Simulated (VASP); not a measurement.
# PbS in VASP: further runs

PbS is run at these levels: PBE; tasks: single point.

Program: VASP 6.6.1. These are calculated values, not measurements. Logs are shortened: lines on timing, memory, paths and dates and some standing lists are left out, and cuts for length are marked.

## Step 1: The cell of the first run

The cell holds a slab with vacuum, 4 atoms: a = 11.008 Å, b = 4.121 Å, c = 4.121 Å, α = 94.48°, β = 90.00°, γ = 90.00°.

## Step 2: Single point, PBE (strained and its atoms moved)

INCAR

```
SYSTEM = PbS
PREC = Accurate
ENCUT = 520
EDIFF = 1E-6
ISMEAR = 0
SIGMA = 0.02
LREAL = .False.
LASPH = .True.
NELM = 100
ALGO = Normal
ISIF = 2
LWAVE = .False.
LCHARG = .False.
GGA = PE
NBANDS = 28
```

KPOINTS

```
Automatic mesh
0
Gamma
  4 6 6
  0 0 0
```

POSCAR

```
PbS
1.0
   11.0083632901      0.0000000000      0.0000000000
    0.0000000000      3.0252554365      2.7976720904
    0.0000000000     -3.0252554365      2.7976720904
Pb S
2 2
Direct
    0.6338442655      0.2957346612      0.7957346612
    0.3661557345      0.7957346612      0.2957346612
    0.6189399743      0.7252653388      0.2252653388
    0.3810600257      0.2252653388      0.7252653388
```

Potentials or basis: VASP PAW PBE potentials, release 64 (Pb_d, S).

The run is started by

```
$ cat potpaw_PBE.64/Pb_d/POTCAR potpaw_PBE.64/S/POTCAR > POTCAR
$ mpirun -np 1 vasp_std > vasp.out
```

OUTCAR:

```text
SYSTEM = PbS
   PREC = Accurate
   ENCUT = 520
   EDIFF = 1E-6
   ISMEAR = 0
   LREAL = .False.
   LASPH = .True.
   NELM = 100
   ISIF = 2
   GGA = PE

 ion  position               nearest neighbor table
   1  0.634  0.296  0.796-   3 2.41   4 2.81   3 3.06   3 3.06   3 3.20   2 4.06   2 4.06
   2  0.366  0.796  0.296-   4 2.41   3 2.81   4 3.06   4 3.06   4 3.20   1 4.06   1 4.06
   3  0.619  0.725  0.225-   1 2.41   2 2.81   1 3.06   1 3.06   1 3.20
   4  0.381  0.225  0.725-   2 2.41   1 2.81   2 3.06   2 3.06   2 3.20

  LATTYP: Found a base centered orthorhombic cell.
 ALAT       =     5.5953441808
 B/A-ratio  =     1.0813473984
 C/A-ratio  =     1.9674148604

  Lattice vectors:

 A1 = (   0.0000000000,   3.0252554365,   2.7976720904)
 A2 = (   0.0000000000,  -3.0252554365,   2.7976720904)
 A3 = (  11.0083632901,   0.0000000000,   0.0000000000)

Analysis of symmetry for initial positions (statically):
=====================================================================
 Subroutine PRICEL returns:
 Original cell was already a primitive cell.

 Routine SETGRP: Setting up the symmetry group for a
 base centered orthorhombic supercell.

 Subroutine GETGRP returns: Found  4 space group operations
 (whereof  2 operations were pure point group operations)
 out of a pool of  8 trial point group operations.

The static configuration has the point symmetry C_2 .
 The point group associated with its full space group is C_2v.

Analysis of symmetry for dynamics (positions and initial velocities):
=====================================================================
 Subroutine PRICEL returns:
 Original cell was already a primitive cell.

 Routine SETGRP: Setting up the symmetry group for a
 base centered orthorhombic supercell.

 Subroutine GETGRP returns: Found  4 space group operations
 (whereof  2 operations were pure point group operations)
 out of a pool of  8 trial point group operations.

The dynamic configuration has the point symmetry C_2 .
 The point group associated with its full space group is C_2v.

 Subroutine INISYM returns: Found  4 space group operations
 (whereof  2 operations are pure point group operations),
 and found     1 'primitive' translations

----------------------------------------------------------------------------------------

                                     Primitive cell

  volume of cell :     186.3424

  direct lattice vectors                    reciprocal lattice vectors
    11.008363290  0.000000000  0.000000000     0.090840025  0.000000000  0.000000000
     0.000000000  3.025255437  2.797672090     0.000000000  0.165275300  0.178720016
     0.000000000 -3.025255437  2.797672090     0.000000000 -0.165275300  0.178720016

  length of vectors
    11.008363290  4.120575152  4.120575152     0.090840025  0.243427132  0.243427132

  position of ions in fractional coordinates (direct lattice)
     0.633844266  0.295734661  0.795734661
     0.366155734  0.795734661  0.295734661
     0.618939974  0.725265339  0.225265339
     0.381060026  0.225265339  0.725265339

  ion indices of the primitive-cell ions
   primitive index   ion index
                 1           1
                 2           2
                 3           3
                 4           4

----------------------------------------------------------------------------------------

 KPOINTS: Automatic mesh

Automatic generation of k-mesh.
 Grid dimensions read from file:
 generate k-points for:    4    6    6

 Generating k-lattice:

  Cartesian coordinates                     Fractional coordinates (reciprocal lattice)
     0.022710006  0.000000000  0.000000000     0.250000000  0.000000000  0.000000000
     0.000000000  0.027545883  0.029786669     0.000000000  0.166666667  0.000000000
     0.000000000 -0.027545883  0.029786669     0.000000000  0.000000000  0.166666667

  Length of vectors
     0.022710006  0.040571189  0.040571189

  Shift w.r.t. Gamma in fractional coordinates (k-lattice)
     0.000000000  0.000000000  0.000000000

 Subroutine IBZKPT returns following result:
 ===========================================

 Found     39 irreducible k-points:

 Following reciprocal coordinates:
            Coordinates               Weight
  0.000000  0.000000  0.000000      1.000000
  0.250000  0.000000  0.000000      2.000000
  0.500000  0.000000  0.000000      1.000000
  0.000000  0.166667  0.000000      4.000000
  0.250000  0.166667  0.000000      8.000000
  0.500000  0.166667  0.000000      4.000000
[... 16 lines left out ...]
  0.250000 -0.333333  0.166667      8.000000
  0.500000 -0.333333  0.166667      4.000000
 [... further k-points ...]
   k-points           NKPTS =     39   k-points in BZ     NKDIM =     39   number of bands    NBANDS=     28
   number of dos      NEDOS =    301   number of ions     NIONS =      4
   total plane-waves  NPLWV =  86016
   dimension x,y,z NGX =    84 NGY =   32 NGZ =   32
   dimension x,y,z NGXF=   168 NGYF=   64 NGZF=   64
   ions per type =               2   2
   NGX,Y,Z   is equivalent  to a cutoff of  12.69, 12.91, 12.91 a.u.
   NGXF,Y,Z  is equivalent  to a cutoff of  25.37, 25.82, 25.82 a.u.
 SYSTEM =  PbS
   PREC   = accura    normal or accurate (medium, high low for compatibility)
   ISTART =      0    job   : 0-new  1-cont  2-samecut
   ICHARG =      2    charge: 1-file 2-atom 10-const
   ISPIN  =      1    spin polarized calculation?
   LNONCOLLINEAR =      F non collinear calculations
   LSORBIT =      F    spin-orbit coupling
   LASPH  =      T    aspherical Exc in radial PAW
   ENCUT  =  520.0 eV  38.22 Ry    6.18 a.u.  20.47  7.66  7.66*2*pi/ulx,y,z
   NELM   =    100;   NELMIN=  2; NELMDL= -5     # of ELM steps
   EDIFF  = 0.1E-05   stopping-criterion for ELM
   LREAL  =      F    real-space projection
   EDIFFG = 0.1E-04   stopping-criterion for IOM
   NSW    =      0    number of steps for IOM
   IBRION =     -1    ionic relax: 0-MD 1-quasi-New 2-CG
   NFREE  =      0    steps in history (QN), initial steepest desc. (CG)
   ISIF   =      2    stress and relaxation
   ISYM   =      2    0-nonsym 1-usesym 2-fastsym
   POTIM  = 0.5000    time-step for ionic-motion
   TEBEG  =    0.0;   TEEND  =   0.0 temperature during run
   PSTRESS=    0.0 pullay stress
   NELECT =      40.0000    total number of electrons
   NUPDOWN=      -1.0000    fix difference up-down
   EMIN   =  10.00;   EMAX   =-10.00  energy-range for DOS
   EFERMI =   0.00;   METHOD = LEGACY
   ISMEAR =     0;   SIGMA  =   0.02  broadening in eV -4-tet -1-fermi 0-gaus
   EFERMI_NEDOS =   21; number of points for ismear=-14 and -15
   IALGO  =     38    algorithm
   IMIX   =      4    mixing-type and parameters
     AMIX     =   0.40;   BMIX     =  1.00
     AMIX_MAG =   1.60;   BMIX_MAG =  1.00
  volume/ion in A,a.u.               =      46.59       314.38
  Fermi-wavevector in a.u.,A,eV,Ry     =   0.980222  1.852350 13.072947  0.960834
  Thomas-Fermi vector in A             =   2.111135
   LORBIT       =      0    0 simple, 1 ext, 2 COOP (PROOUT), +10 PAW based schemes
   GGA     = PE    functional components
   LHFCALC =     F    Hartree Fock is set to
   AEXX    =    0.0000 exact exchange contribution
   IVDW    =     0    specifies the selected vdW correction
   LEPSILON=     F    determine dielectric tensor
   LRPA    =     F    only Hartree local field effects (RPA)
 non-spin polarized calculation
 Gauss-broadening in eV      SIGMA  =   0.02
  energy-cutoff  :      520.00
  volume of cell :      186.34
 maximum number of plane-waves:      5061
 NGX is ok and might be reduce to    84
   NGX = 41   NGY = 15   NGZ = 15

 number of electron      40.0000005 magnetization

 Free energy of the ion-electron system (eV)
  ---------------------------------------------------
  ext. energy  EPLUGINS =         0.00000000
  ---------------------------------------------------
  free energy    TOTEN  =       -16.44908537 eV

  energy without entropy =      -16.44908537  energy(sigma->0) =      -16.44908537

 E-fermi :   1.0198     XC(G=0):  -6.2053

 val. band max:        0.9312959887   @ k =   0.0000   0.5000   0.0000
 cond. band min:       2.6523573942   @ k =   0.5000   0.0000   0.0000
 fundamental gap:      1.7210614055
 Fermi energy:         1.0197797045

 k-point     1 :       0.0000    0.0000    0.0000
  band No.  band energies     occupation
      1     -15.4735      2.00000
      2     -15.3407      2.00000
      3     -15.2536      2.00000
      4     -15.2516      2.00000
      5     -15.2347      2.00000
      6     -15.2262      2.00000
[... 20 lines left out ...]
     27       7.9510      0.00000
     28       8.1030      0.00000

 k-point     2 :       0.2500    0.0000    0.0000
  band No.  band energies     occupation
      1     -15.4735      2.00000
      2     -15.3407      2.00000
      3     -15.2536      2.00000
      4     -15.2516      2.00000
      5     -15.2347      2.00000
      6     -15.2262      2.00000
[... 20 lines left out ...]
     27       7.9516      0.00000
     28       8.1082      0.00000

 k-point     3 :       0.5000    0.0000    0.0000
  band No.  band energies     occupation
      1     -15.4735      2.00000
      2     -15.3407      2.00000
      3     -15.2536      2.00000
      4     -15.2516      2.00000
      5     -15.2348      2.00000
      6     -15.2262      2.00000
[... 20 lines left out ...]
     27       7.9522      0.00000
     28       8.1185      0.00000

 k-point     4 :       0.0000    0.1667    0.0000
  band No.  band energies     occupation
      1     -15.4563      2.00000
      2     -15.3440      2.00000
      3     -15.2565      2.00000
      4     -15.2518      2.00000
      5     -15.2393      2.00000
      6     -15.2243      2.00000
[... 578 lines left out ...]
     27       7.1461      0.00000
     28       7.3107      0.00000

 k-point    23 :       0.2500   -0.3333    0.1667
  band No.  band energies     occupation
      1     -15.4597      2.00000
      2     -15.3829      2.00000
      3     -15.2619      2.00000
      4     -15.2540      2.00000
      5     -15.2382      2.00000
      6     -15.2294      2.00000
[... 20 lines left out ...]
     27       7.1625      0.00000
     28       7.4181      0.00000

 k-point    24 :       0.5000   -0.3333    0.1667
  band No.  band energies     occupation
      1     -15.4597      2.00000
      2     -15.3829      2.00000
      3     -15.2619      2.00000
      4     -15.2540      2.00000
      5     -15.2382      2.00000
      6     -15.2294      2.00000
[... 20 lines left out ...]
     27       7.1785      0.00000
     28       7.5610      0.00000

 [... further k-points ...]
[... 5 lines left out ...]
  --------------------------------------------------------------------------------------
  -------------------------------------------------------------------------------------
  Total       -0.2784179      0.1748992     14.9018472      0.0000000      0.0000000      0.0000000
  in kB       -2.3938456      1.5037889    128.1265346      0.0000000      0.0000000      0.0000000
  external PRESSURE =      42.4121593 kB  Pullay stress =       0.0000000 kB

 VOLUME and BASIS-vectors are now :
 -----------------------------------------------------------------------------
  energy-cutoff  :      520.00
  volume of cell :      186.34
      direct lattice vectors                 reciprocal lattice vectors
    11.008363290  0.000000000  0.000000000     0.090840025  0.000000000  0.000000000
     0.000000000  3.025255437  2.797672090     0.000000000  0.165275300  0.178720016
     0.000000000 -3.025255437  2.797672090     0.000000000 -0.165275300  0.178720016

 POSITION                                       TOTAL-FORCE (eV/Angst)
 -----------------------------------------------------------------------------------
      6.97759     -1.51263      3.05357         0.173137      0.000000     -2.122430
      4.03078      1.51263      3.05357        -0.173137      0.000000     -2.122430
      6.81352      1.51263      2.65927        -0.282324      0.000000      2.122430
      4.19485     -1.51263      2.65927         0.282324      0.000000      2.122430
 -----------------------------------------------------------------------------------
    total drift:                               -0.000000     -0.000001      0.000606

  FREE ENERGIE OF THE ION-ELECTRON SYSTEM (eV)
  ---------------------------------------------------
  free  energy   TOTEN  =       -16.4490853697 eV

  energy  without entropy=      -16.4490853697  energy(sigma->0) =      -16.44908537
```

It took 3 min on 1 thread of Intel Xeon 6975P-C, shared host; peak memory 0.37 GiB.

Results:

- Free energy: -16.4491 eV
- Largest force: 2.141 eV/Å
- Band gap on the k mesh: 1.72 eV, indirect (least direct gap 2.03 eV)

Forces in eV/Å, atoms in the order of the input:
```
Pb   0.173  0.000 -2.122
Pb  -0.173  0.000 -2.122
S   -0.282  0.000  2.122
S    0.282  0.000  2.122
```

Caveat: the cell differs from its parent crystal (strained and its atoms moved); spin-orbit coupling is left out, which moves the levels of the heavy elements.

## Step 3: Single point, PBE (one atom moved)

INCAR

```
ALGO = Normal ; EDIFF = 1E-6
ENCUT = 520 ; GGA = PE
ISIF = 2 ; ISMEAR = 0
LASPH = T ; LCHARG = F
LREAL = F ; LWAVE = F
NBANDS = 28 ; NELM = 80
PREC = Accurate ; SIGMA = 0.02
```

KPOINTS

```
k-points
0
Gamma
  4 6 6
```

POSCAR

```
PbS
1.0
   11.2982770800      0.0000000000      0.0000000000
    0.0000000000      3.0043750300      3.0061807900
    0.0000000000     -3.0043750300      3.0061807900
Pb S
2 2
Direct
    0.6245814000      0.2566380300      0.7566380300
    0.3754186000      0.7566380300      0.2566380300
    0.6136752500      0.7643619700      0.2643619700
    0.3863247500      0.2793311296      0.7793311296
```

Potentials or basis: VASP PAW PBE potentials, release 64 (Pb_d, S).

The run is started by

```
$ cat potpaw_PBE.64/Pb_d/POTCAR potpaw_PBE.64/S/POTCAR > POTCAR
$ mpirun -np 1 vasp_std > vasp.out
```

Wall time 3.9 min (1 thread of Intel Xeon 6975P-C, shared host); peak memory 0.41 GiB.

It converged, with:

```
Free energy            : -17.3005 eV
Largest force          : 0.133 eV/Å
Band gap on the k mesh : 2.06 eV, direct
```

Forces on the atoms (eV/Å):
```
Pb  -0.011  0.000  0.006
Pb  -0.004  0.000  0.041
S    0.011  0.000  0.086
S    0.003  0.000 -0.133
```

Levels at points of the mesh, in eV from the valence-band top:
```
           k point  band 16  band 17  band 18  band 19  band 20  band 21  band 22  band 23  band 24  band 25
(0.00, 0.00, 0.00)    -2.30    -2.29    -1.24    -1.23    -0.15     2.30     3.82     4.94     5.42     5.43
(0.50, 0.00, 0.00)    -2.30    -2.29    -1.24    -1.23    -0.16     2.11     4.73     4.94     5.15     5.42
(0.00, 0.50, 0.00)    -1.58    -0.96    -0.87    -0.01     0.00     2.06     2.09     3.09     3.23     3.55
(0.50, 0.50, 0.00)    -1.58    -0.96    -0.87    -0.01     0.00     2.06     2.09     3.09     3.23     3.50
(0.00, 0.50, 0.50)    -3.88    -2.56    -2.55    -1.26    -1.25     4.20     4.26     5.31     5.33     5.72
(0.50, 0.50, 0.50)    -3.88    -2.56    -2.55    -1.25    -1.25     4.17     4.23     5.28     5.29     5.81
```

Caveat: the cell differs from its parent crystal (one atom moved); spin-orbit coupling is left out, which moves the levels of the heavy elements.
